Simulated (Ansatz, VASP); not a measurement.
One calculation of Ga4BAs3, two programs

Contents of INCAR:

```
SYSTEM = Ga4BAs3
  ALGO = Normal
  EDIFF = 1E-6
  EDIFFG = -0.001
  ENCUT = 600
  GGA = PE
  IBRION = 2
  ISIF = 3
  ISMEAR = 0
  LASPH = .TRUE.
  LCHARG = .FALSE.
  LREAL = .FALSE.
  LWAVE = .FALSE.
  NELM = 80
  NSW = 80
  PREC = Accurate
  SIGMA = 0.1
```

File KPOINTS:

```
k-points
0
G
  6 6 6
  0 0 0
```

Contents of POSCAR:

```
Ga4BAs3
1.0
    3.7922812195      2.1894745829      3.3675027602
   -3.7922812195      2.1894745829      3.3675027602
    0.0000000000     -4.3789491659      3.3675027602
Ga B As
4 1 3
Direct
    0.2549848191      0.7777535328      0.2549848191
    0.9514480142      0.9514480142      0.9514480142
    0.7777535328      0.2549848191      0.2549848191
    0.2549848191      0.2549848191      0.7777535328
    0.7409564200      0.7409564200      0.7409564200
    0.5210061455      0.5210061455      0.9778601037
    0.5210061455      0.9778601037      0.5210061455
    0.9778601037      0.5210061455      0.5210061455
```

Input for Ansatz:

```yaml
crystal:
  lattice:
    - [3.7922812195, 2.1894745829, 3.3675027602]
    - [-3.7922812195, 2.1894745829, 3.3675027602]
    - [0.0, -4.3789491659, 3.3675027602]
  atoms:
    - { symbol: Ga, position: [0.2549848191, 0.7777535328, 0.2549848191] }
    - { symbol: Ga, position: [0.9514480142, 0.9514480142, 0.9514480142] }
    - { symbol: Ga, position: [0.7777535328, 0.2549848191, 0.2549848191] }
    - { symbol: Ga, position: [0.2549848191, 0.2549848191, 0.7777535328] }
    - { symbol: B, position: [0.74095642, 0.74095642, 0.74095642] }
    - { symbol: As, position: [0.5210061455, 0.5210061455, 0.9778601037] }
    - { symbol: As, position: [0.5210061455, 0.9778601037, 0.5210061455] }
    - { symbol: As, position: [0.9778601037, 0.5210061455, 0.5210061455] }
basis:
  ecutwfc: 420
kpoints:
  mp_grid: { grid: [6, 6, 6] }
hamiltonian:
  xc: pbe
scf:
  occupations: { method: gaussian, width: 0.1 }
output:
  forces: true
  stress: true
  eigenvalues: true
relax:
  adjacent_minimum: "off"
  f_tol: 0.001
  max_steps: 60
  cell: { stress_tol: 0.01 }
```

Alike in both runs: task relaxation of cell and atoms; functional PBE; k mesh 6 × 6 × 6; occupations gaussian, width 0.1 eV; no spin polarisation.

```csv
,VASP,Ansatz
version,VASP 6.6.1,Ansatz 0.2.0
potentials or method,"VASP PAW PBE potentials, release 64 (Ga_d, B, As), cutoff 600 eV","scalar-relativistic, plane waves, PAW"
valence electrons in the cell,70,100
```

Ansatz gave:

| Property | Result |
| --- | --- |
| gap on the k mesh at the Fermi level, each at its own relaxed structure (eV) | none |
| relaxed volume (Å³/atom) | 20.97 |
| relaxed cell length with the largest relative difference (Å) | 5.524 |

Task: Estimate VASP's values.

Result: gap on the k mesh at the Fermi level, each at its own relaxed structure (eV): none; relaxed volume (Å³/atom): 21.02; relaxed cell length with the largest relative difference (Å): 5.528.

A gap of «none» marks a metal or a gap that the smearing closes. VASP's potentials hold 70 valence electrons a cell and Ansatz's 100, so a difference there can come from the potentials and not from the codes.
